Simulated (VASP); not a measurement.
Input of a VASP 6.6.1 run:

File INCAR:

```
SYSTEM = Zn5Ga3N3O5
PREC = Accurate
ENCUT = 520
EDIFF = 1E-7
ISMEAR = -1
SIGMA = 0.05
LREAL = Auto
LASPH = .True.
NELM = 100
ALGO = Normal
ISIF = 2
LWAVE = .False.
LCHARG = .False.
GGA = PS
NBANDS = 86
```

Contents of KPOINTS:

```
Automatic mesh
0
Gamma
  1 1 2
  0 0 0
```

POSCAR

```
Zn5Ga3N3O5
1.0
    6.4287110000      0.0000000000      0.0000000000
    0.0000000000      5.5674270000      0.0000000000
    0.0000000000      0.0000000000      5.2049820000
Ga Zn O N
3 5 5 3
Direct
    0.2628920000      0.1611890000      0.4592600000
    0.0082500000      0.6741600000      0.5167710000
    0.4723700000      0.3135360000      0.0017040000
    0.7463270000      0.1868780000      0.4918020000
    0.4571780000      0.6678520000      0.4816820000
    0.0051780000      0.3306840000      0.0300720000
    0.2212830000      0.8297140000      0.0271890000
    0.7531970000      0.8147230000      0.9937960000
    0.9835920000      0.3402650000      0.3909470000
    0.2652560000      0.8443870000      0.3736010000
    0.9884240000      0.6789170000      0.8640080000
    0.7553940000      0.1857900000      0.8640910000
    0.5086640000      0.6611080000      0.8532280000
    0.5191640000      0.3420930000      0.3726090000
    0.7490100000      0.8517170000      0.3860010000
    0.2444190000      0.1850050000      0.8607890000
```

Potentials or basis: VASP PAW PBE potentials, release 64 (Ga_d, Zn, O, N).

The run is started by

```sh
$ cat potpaw_PBE.64/Ga_d/POTCAR potpaw_PBE.64/Zn/POTCAR potpaw_PBE.64/O/POTCAR potpaw_PBE.64/N/POTCAR > POTCAR
$ mpirun -np 1 vasp_std > vasp.out
```

(1) Estimate the band gap on the k mesh.

(2) What does it give for the largest force?

(3) What does it give for the pressure?

Results:

(1) 0.07 eV, direct.

(2) 7.416 eV/Å.

(3) 6.9 GPa.

Caveat: the k points lie up to 1.13 Å⁻¹ apart; the PAW data sets were made with another functional, which shifts forces and pressure a little.
